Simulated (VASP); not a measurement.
# BP in VASP: further runs

Runs on BP. Level: PBE. Tasks: single point.

All numbers are computed with VASP 6.6.1; they aren't measurements. Logs are shortened: lines on timing, memory, paths and dates and some standing lists are left out, and cuts for length are marked.

## 1. The cell of the first run

It takes space group I-4m2 (No. 119, tetragonal). The conventional cell has a = 3.162 Å, b = 3.162 Å, c = 4.674 Å, α = 90.00°, β = 90.00°, γ = 90.00°. B (site symmetry -4m2) has 4 P at 1.97 Å within 2.6 Å. P (site symmetry -4m2) has 4 B at 1.97 Å within 2.6 Å.

## 2. Single point, PBE (z stretched by +3 % at fixed volume)

Input file INCAR:

```
SYSTEM = BP
PREC = Accurate
ENCUT = 520
EDIFF = 1E-7
ISMEAR = -1
SIGMA = 0.08
LREAL = .FALSE.
LASPH = .TRUE.
NELM = 60
ALGO = Normal
ISIF = 2
LWAVE = .FALSE.
LCHARG = .FALSE.
GGA = PE
NBANDS = 11
```

Input file KPOINTS:

```
Automatic mesh
0
G
  12 12 12
  0 0 0
```

Input file POSCAR:

```
BP
1.0
    0.0000000000      2.2357121322      2.3370700000
    2.2357121322      0.0000000000      2.3370700000
    2.2357121322      2.2357121322      0.0000000000
B P
1 1
Direct
    0.0000000000      0.0000000000      0.0000000000
    0.7500000000      0.7500000000      0.7500000000
```

Potentials or basis: VASP PAW PBE potentials, release 64 (B, P).

Command:

```sh
$ cat potpaw_PBE.64/B/POTCAR potpaw_PBE.64/P/POTCAR > POTCAR
$ mpirun -np 1 vasp_std > vasp.out
```

OUTCAR:

```text
SYSTEM = BP
   PREC = Accurate
   ENCUT = 520
   EDIFF = 1E-7
   ISMEAR = -1
   LREAL = .FALSE.
   LASPH = .TRUE.
   NELM = 60
   ISIF = 2
   GGA = PE

 ion  position               nearest neighbor table
   1  0.000  0.000  0.000-   2 1.97   2 1.97   2 1.97   2 1.97
   2  0.750  0.750  0.750-   1 1.97   1 1.97   1 1.97   1 1.97

  LATTYP: Found a body centered tetragonal cell.
 ALAT       =     3.1617744189
 C/A-ratio  =     1.4783281097

  Lattice vectors:

 A1 = (  -2.2357121322,   0.0000000000,   2.3370700000)
 A2 = (   2.2357121322,   0.0000000000,   2.3370700000)
 A3 = (   0.0000000000,   2.2357121322,  -2.3370700000)

Analysis of symmetry for initial positions (statically):
=====================================================================
 Subroutine PRICEL returns:
 Original cell was already a primitive cell.

 Routine SETGRP: Setting up the symmetry group for a
 body centered tetragonal supercell.

 Subroutine GETGRP returns: Found  8 space group operations
 (whereof  8 operations were pure point group operations)
 out of a pool of 16 trial point group operations.

The static configuration has the point symmetry D_2d.

Analysis of symmetry for dynamics (positions and initial velocities):
=====================================================================
 Subroutine PRICEL returns:
 Original cell was already a primitive cell.

 Routine SETGRP: Setting up the symmetry group for a
 body centered tetragonal supercell.

 Subroutine GETGRP returns: Found  8 space group operations
 (whereof  8 operations were pure point group operations)
 out of a pool of 16 trial point group operations.

The dynamic configuration has the point symmetry D_2d.

 Subroutine INISYM returns: Found  8 space group operations
 (whereof  8 operations are pure point group operations),
 and found     1 'primitive' translations

----------------------------------------------------------------------------------------

                                     Primitive cell

  volume of cell :      23.3633

  direct lattice vectors                    reciprocal lattice vectors
     0.000000000  2.235712132  2.337070000    -0.223642388  0.223642388  0.213943100
     2.235712132  0.000000000  2.337070000     0.223642388 -0.223642388  0.213943100
     2.235712132  2.235712132  0.000000000     0.223642388  0.223642388 -0.213943100

  length of vectors
     3.234239466  3.234239466  3.161774419     0.381842226  0.381842226  0.381842226

  position of ions in fractional coordinates (direct lattice)
     0.000000000  0.000000000  0.000000000
     0.750000000  0.750000000  0.750000000

  ion indices of the primitive-cell ions
   primitive index   ion index
                 1           1
                 2           2

----------------------------------------------------------------------------------------

 KPOINTS: Automatic mesh

Automatic generation of k-mesh.
 Grid dimensions read from file:
 generate k-points for:   12   12   12

 Generating k-lattice:

  Cartesian coordinates                     Fractional coordinates (reciprocal lattice)
    -0.018636866  0.018636866  0.017828592     0.083333333  0.000000000  0.000000000
     0.018636866 -0.018636866  0.017828592     0.000000000  0.083333333  0.000000000
     0.018636866  0.018636866 -0.017828592    -0.000000000 -0.000000000  0.083333333

  Length of vectors
     0.031820185  0.031820185  0.031820185

  Shift w.r.t. Gamma in fractional coordinates (k-lattice)
     0.000000000  0.000000000  0.000000000

 Subroutine IBZKPT returns following result:
 ===========================================

 Found    163 irreducible k-points:

 Following reciprocal coordinates:
            Coordinates               Weight
  0.000000  0.000000  0.000000      1.000000
  0.083333 -0.000000  0.000000      8.000000
  0.166667  0.000000  0.000000      8.000000
  0.250000  0.000000  0.000000      8.000000
  0.333333  0.000000  0.000000      8.000000
  0.416667 -0.000000  0.000000      8.000000
[... 16 lines left out ...]
  0.500000  0.166667  0.000000      8.000000
 -0.416667  0.166667  0.000000      8.000000
 [... further k-points ...]
   k-points           NKPTS =    163   k-points in BZ     NKDIM =    163   number of bands    NBANDS=     11
   number of dos      NEDOS =    301   number of ions     NIONS =      2
   total plane-waves  NPLWV =  13824
   dimension x,y,z NGX =    24 NGY =   24 NGZ =   24
   dimension x,y,z NGXF=    48 NGYF=   48 NGZF=   48
   ions per type =               1   1
   NGX,Y,Z   is equivalent  to a cutoff of  12.34, 12.34, 12.62 a.u.
   NGXF,Y,Z  is equivalent  to a cutoff of  24.67, 24.67, 25.24 a.u.
 SYSTEM =  BP
   PREC   = accura    normal or accurate (medium, high low for compatibility)
   ISTART =      0    job   : 0-new  1-cont  2-samecut
   ICHARG =      2    charge: 1-file 2-atom 10-const
   ISPIN  =      1    spin polarized calculation?
   LNONCOLLINEAR =      F non collinear calculations
   LSORBIT =      F    spin-orbit coupling
   LASPH  =      T    aspherical Exc in radial PAW
   ENCUT  =  520.0 eV  38.22 Ry    6.18 a.u.   6.01  6.01  5.88*2*pi/ulx,y,z
   NELM   =     60;   NELMIN=  2; NELMDL= -5     # of ELM steps
   EDIFF  = 0.1E-06   stopping-criterion for ELM
   LREAL  =      F    real-space projection
   EDIFFG = 0.1E-05   stopping-criterion for IOM
   NSW    =      0    number of steps for IOM
   IBRION =     -1    ionic relax: 0-MD 1-quasi-New 2-CG
   NFREE  =      0    steps in history (QN), initial steepest desc. (CG)
   ISIF   =      2    stress and relaxation
   ISYM   =      2    0-nonsym 1-usesym 2-fastsym
   POTIM  = 0.5000    time-step for ionic-motion
   TEBEG  =    0.0;   TEEND  =   0.0 temperature during run
   PSTRESS=    0.0 pullay stress
   NELECT =       8.0000    total number of electrons
   NUPDOWN=      -1.0000    fix difference up-down
   EMIN   =  10.00;   EMAX   =-10.00  energy-range for DOS
   EFERMI =   0.00;   METHOD = LEGACY
   ISMEAR =    -1;   SIGMA  =   0.08  broadening in eV -4-tet -1-fermi 0-gaus
   EFERMI_NEDOS =   21; number of points for ismear=-14 and -15
   IALGO  =     38    algorithm
   IMIX   =      4    mixing-type and parameters
     AMIX     =   0.40;   BMIX     =  1.00
     AMIX_MAG =   1.60;   BMIX_MAG =  1.00
  volume/ion in A,a.u.               =      11.68        78.83
  Fermi-wavevector in a.u.,A,eV,Ry     =   1.145320  2.164342 17.847562  1.311759
  Thomas-Fermi vector in A             =   2.282009
   LORBIT       =      0    0 simple, 1 ext, 2 COOP (PROOUT), +10 PAW based schemes
   GGA     = PE    functional components
   LHFCALC =     F    Hartree Fock is set to
   AEXX    =    0.0000 exact exchange contribution
   IVDW    =     0    specifies the selected vdW correction
   LEPSILON=     F    determine dielectric tensor
   LRPA    =     F    only Hartree local field effects (RPA)
 non-spin polarized calculation
  energy-cutoff  :      520.00
  volume of cell :       23.36
 maximum number of plane-waves:       652
   NGX = 13   NGY = 13   NGZ = 11

 number of electron       8.0000001 magnetization

 Free energy of the ion-electron system (eV)
  ---------------------------------------------------
  ext. energy  EPLUGINS =         0.00000000
  ---------------------------------------------------
  free energy    TOTEN  =       -12.90411803 eV

  energy without entropy =      -12.90409634  energy(sigma->0) =      -12.90410719

 E-fermi :   8.0208     XC(G=0): -10.9096

 val. band max:        7.5894660227   @ k =   0.0000   0.0000   0.0000
 cond. band min:       8.4912129582   @ k =   0.4167   0.0000   0.4167
 fundamental gap:      0.9017469354
 Fermi energy:         8.0208238729

 k-point     1 :       0.0000    0.0000    0.0000
  band No.  band energies     occupation
      1      -8.0254      2.00000
      2       7.1319      1.99997
      3       7.5895      1.99094
      4       7.5895      1.99094
      5      10.7659      0.00000
      6      10.7659      0.00000
      7      11.0104      0.00000
      8      14.7717      0.00000
      9      18.8862      0.00000
     10      19.0073      0.00000
     11      20.1562      0.00000

 k-point     2 :       0.0833   -0.0000    0.0000
  band No.  band energies     occupation
      1      -7.9001      2.00000
      2       6.4275      2.00000
      3       7.1101      1.99998
      4       7.3865      1.99928
      5      11.0327      0.00000
      6      11.0680      0.00000
      7      11.3761      0.00000
      8      15.1395      0.00000
      9      18.4828      0.00000
     10      19.3657      0.00000
     11      19.5554      0.00000

 k-point     3 :       0.1667    0.0000    0.0000
  band No.  band energies     occupation
      1      -7.5271      2.00000
      2       4.5955      2.00000
      3       6.5883      2.00000
      4       6.9642      2.00000
      5      11.3002      0.00000
      6      11.7123      0.00000
      7      11.9259      0.00000
      8      16.0614      0.00000
      9      17.9914      0.00000
     10      18.7476      0.00000
     11      20.2174      0.00000

 k-point     4 :       0.2500    0.0000    0.0000
  band No.  band energies     occupation
      1      -6.9187      2.00000
      2       2.5923      2.00000
      3       6.0942      2.00000
      4       6.5484      2.00000
      5      11.2698      0.00000
      6      12.2580      0.00000
      7      12.2900      0.00000
      8      17.0193      0.00000
      9      18.2293      0.00000
     10      18.5670      0.00000
     11      20.5637      0.00000
[... 239 lines left out ...]
 k-point    22 :       0.4167    0.1667    0.0000
  band No.  band energies     occupation
      1      -5.4681      2.00000
      2       0.4824      2.00000
      3       4.0306      2.00000
      4       5.0647      2.00000
      5      10.8634      0.00000
      6      13.6457      0.00000
      7      14.3938      0.00000
      8      15.1705      0.00000
      9      20.1723      0.00000
     10      21.9604      0.00000
     11      22.6136      0.00000

 k-point    23 :       0.5000    0.1667    0.0000
  band No.  band energies     occupation
      1      -4.6141      2.00000
      2      -0.8549      2.00000
      3       3.5341      2.00000
      4       5.1611      2.00000
      5      11.0307      0.00000
      6      13.5135      0.00000
      7      14.0736      0.00000
      8      16.8400      0.00000
      9      19.8760      0.00000
     10      21.9414      0.00000
     11      23.3336      0.00000

 k-point    24 :      -0.4167    0.1667    0.0000
  band No.  band energies     occupation
      1      -4.3624      2.00000
      2      -1.1869      2.00000
      3       3.2297      2.00000
      4       5.4365      2.00000
      5      11.3286      0.00000
      6      13.4307      0.00000
      7      13.7103      0.00000
      8      17.9516      0.00000
      9      19.6244      0.00000
     10      20.1701      0.00000
     11      23.3202      0.00000

 [... further k-points ...]
[... 5 lines left out ...]
  --------------------------------------------------------------------------------------
  -------------------------------------------------------------------------------------
  Total        0.7391491      0.7391491     -1.0976020      0.0000000      0.0000000     -0.0000000
  in kB       50.6884694     50.6884694    -75.2700092      0.0000000      0.0000000     -0.0000000
  external PRESSURE =       8.7023099 kB  Pullay stress =       0.0000000 kB

 VOLUME and BASIS-vectors are now :
 -----------------------------------------------------------------------------
  energy-cutoff  :      520.00
  volume of cell :       23.36
      direct lattice vectors                 reciprocal lattice vectors
     0.000000000  2.235712132  2.337070000    -0.223642388  0.223642388  0.213943100
     2.235712132  0.000000000  2.337070000     0.223642388 -0.223642388  0.213943100
     2.235712132  2.235712132  0.000000000     0.223642388  0.223642388 -0.213943100

 POSITION                                       TOTAL-FORCE (eV/Angst)
 -----------------------------------------------------------------------------------
      0.00000      0.00000      0.00000         0.000000     -0.000000      0.000000
      3.35357      3.35357      3.50561        -0.000000      0.000000     -0.000000
 -----------------------------------------------------------------------------------
    total drift:                               -0.000000     -0.000000     -0.000000

  FREE ENERGIE OF THE ION-ELECTRON SYSTEM (eV)
  ---------------------------------------------------
  free  energy   TOTEN  =       -12.9041180281 eV

  energy  without entropy=      -12.9040963437  energy(sigma->0) =      -12.90410719
```

Run time: 34 s. Hardware: 1 thread of Intel Xeon 8259CL, shared host; peak memory 0.16 GiB.

What came out:

```
Free energy            : -12.9041 eV
Pressure               : 0.9 GPa
Band gap on the k mesh : 0.90 eV, indirect (least direct gap 3.18 eV)
```

Stress tensor (GPa, compression positive):
```
 5.07  0.00  0.00
 0.00  5.07  0.00
 0.00  0.00 -7.53
```

## 3. Single point, PBE

Input file INCAR:

```
SYSTEM = BP
PREC = Accurate ; ENCUT = 520
EDIFF = 1E-6 ; ISMEAR = -1
SIGMA = 0.08 ; LREAL = .False.
LASPH = .True. ; NELM = 80
ALGO = Normal ; ISIF = 2
LWAVE = .False. ; LCHARG = .False.
GGA = PE ; NBANDS = 11
```

Input file KPOINTS:

```
regular mesh
0
Gamma
  17 17 17
  0 0 0
```

Input file POSCAR:

```
BP
1.0
    0.0000000000      2.2690000000      2.2690000000
    2.2690000000      0.0000000000      2.2690000000
    2.2690000000      2.2690000000      0.0000000000
B P
1 1
Direct
    0.0000000000      0.0000000000      0.0000000000
    0.7500000000      0.7500000000      0.7500000000
```

Potentials or basis: VASP PAW PBE potentials, release 64 (B, P).

Command:

```sh
$ cat potpaw_PBE.64/B/POTCAR potpaw_PBE.64/P/POTCAR > POTCAR
$ mpirun -np 1 vasp_std > vasp.out
```

It took 31 s on 1 thread of Intel Xeon 8259CL, shared host; peak memory 0.16 GiB.

The run converged. Its results:

| Property | Result |
| --- | --- |
| Free energy | -12.9308 eV |
| Pressure | 0.9 GPa |
| Band gap on the k mesh | 1.24 eV, indirect (least direct gap 3.40 eV) |

Levels at points of the mesh, in eV from the valence-band top:
```
           k point  band 1  band 2  band 3  band 4  band 5  band 6  band 7  band 8  band 9
(0.00, 0.00, 0.00)  -15.46    0.00    0.00    0.00    3.40    3.40    3.40    7.37   11.51
```

A k mesh can miss the band edges.
